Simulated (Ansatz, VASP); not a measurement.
**One calculation of Mo, two programs**

```
Mo
1.0
    -0.02015    2.00493    2.00493
     2.00493   -0.02015    2.00493
     2.00493    2.00493   -0.02015
Mo
1
Cartesian
  0.0000 0.0000 0.0000
```

Change from the starting cell: equal xy, yz and zx shear strains of -1 %.

Alike in both runs: task single point; functional PBE; k mesh 17 × 17 × 17; occupations fermi-dirac, width 0.08 eV; no spin polarisation.

|  | VASP | Ansatz |
| --- | --- | --- |
| version | VASP 6.6.1 | Ansatz 0.2.0 |
| potentials or method | VASP PAW PBE potentials, release 64 (Mo_sv), cutoff 520 eV | all-electron LAPW, scalar-relativistic |

VASP gave:

* pressure (GPa): -4.1
* traceless stress, the component that is largest in VASP (GPa): -0.48

Which values does Ansatz return?

Pressure (GPa): -4.5; traceless stress, the component that is largest in VASP (GPa): -0.49.

Ansatz ran all-electron here, and VASP with PAW potentials.
